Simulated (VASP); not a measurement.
Here is a VASP 6.6.1 calculation.

The input POSCAR:

```
AlNi
1.0
    1.9200181183     -1.9425589801     -0.0037790393
    1.9512319427      1.9735411424      0.0255001712
    0.0173630105      0.0232309344      3.1752880394
Al Ni
1 1
Direct
   -0.0042343019      0.0203536993     -0.0081235684
    0.5000516049      0.4946897599      0.4962920952
```

INCAR.step1

```
SYSTEM = AlNi
PREC     = Accurate       ! precision mode
ENCUT    = 520            ! plane-wave cutoff, eV
ISMEAR   = 0              ! smearing method
SIGMA    = 0.1            ! smearing width, eV
LREAL    = .FALSE.        ! projectors in reciprocal space
LASPH    = .TRUE.         ! aspherical terms in the spheres
NELM     = 100            ! most SCF steps
NBANDS   = 14             ! bands
GGA      = PE             ! functional
ALGO     = Normal         ! electronic algorithm
EDIFF    = 1E-4           ! SCF threshold, eV
LWAVE    = .TRUE.         ! write WAVECAR
LCHARG   = .FALSE.        ! write CHGCAR
```

Contents of INCAR.step2:

```
SYSTEM = AlNi
PREC     = Accurate       ! precision mode
ENCUT    = 520            ! plane-wave cutoff, eV
EDIFF    = 1E-7           ! SCF threshold, eV
ISMEAR   = 0              ! smearing method
SIGMA    = 0.1            ! smearing width, eV
LREAL    = .FALSE.        ! projectors in reciprocal space
LASPH    = .TRUE.         ! aspherical terms in the spheres
NELM     = 100            ! most SCF steps
ALGO     = Normal         ! electronic algorithm
ISIF     = 2              ! what is computed and relaxed
LWAVE    = .FALSE.        ! write WAVECAR
LCHARG   = .FALSE.        ! write CHGCAR
METAGGA  = R2SCAN         ! meta-GGA
LMIXTAU  = .TRUE.       
NBANDS   = 14             ! bands
ISTART   = 1
```

KPOINTS

```
regular mesh
0
G
  4 4 4
  0 0 0
```

Potentials or basis: VASP PAW PBE potentials, release 64 (Al, Ni).

Run with:

```console
$ cat potpaw_PBE.64/Al/POTCAR potpaw_PBE.64/Ni/POTCAR > POTCAR
$ cp INCAR.step1 INCAR
$ mpirun -np 1 vasp_std > vasp.out
$ cp INCAR.step2 INCAR
$ mpirun -np 1 vasp_std > vasp.out
```

Problem. Estimate the pressure.

Solution. -3.2 GPa.

Problem. Estimate the band gap on the k mesh.

Solution. Zero (an odd number of electrons rules out a gap without spin polarisation).

Problem. Estimate the largest force.

Solution. 0.408 eV/Å.

Stress tensor (GPa, compression positive):
```
  1.13  -1.10  -1.41
 -1.10   1.34  -1.75
 -1.41  -1.75 -11.97
```

Caveat: the k points lie up to 0.58 Å⁻¹ apart, too coarse for converged energies and pressures of a metal; the PAW data sets were made with another functional, which shifts forces and pressure a little. Spin polarisation is off, so any magnetic state and its effect on volume and gap are missing.
